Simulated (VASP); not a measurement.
Input of a VASP 6.6.1 run:

INCAR

```
PREC = Accurate ; ENCUT = 500
EDIFF = 1E-6 ; ISMEAR = 0
SIGMA = 0.01 ; LREAL = False
LASPH = True ; NELM = 120
ALGO = Normal ; ISIF = 2
LWAVE = False ; LCHARG = False
GGA = PE ; NBANDS = 15
GGA_COMPAT = False
```

The input KPOINTS:

```
Automatic mesh
0
Gamma
  4 4 4
```

The input POSCAR:

```
CsBr
1.0
    4.3196004938      0.0000000000      0.0000000000
    0.0000000000      4.3196004938      0.0000000000
    0.0000000000      0.0000000000      4.3196004938
Cs Br
1 1
Direct
    0.0000000000      0.0000000000      0.0000000000
    0.5000000000      0.5000000000      0.5000000000
```

Potentials or basis: VASP PAW PBE potentials, release 64 (Cs_sv, Br).

Launch:

```sh
$ cat potpaw_PBE.64/Cs_sv/POTCAR potpaw_PBE.64/Br/POTCAR > POTCAR
$ mpirun -np 1 vasp_std > vasp.out
```

(1) Predict the band gap on the k mesh.

(2) Predict the pressure.

Results:

(1) 4.42 eV (least direct gap 4.43 eV).

(2) 0.7 GPa.

Caveat: spin-orbit coupling is left out, which moves the levels of the heavy elements.
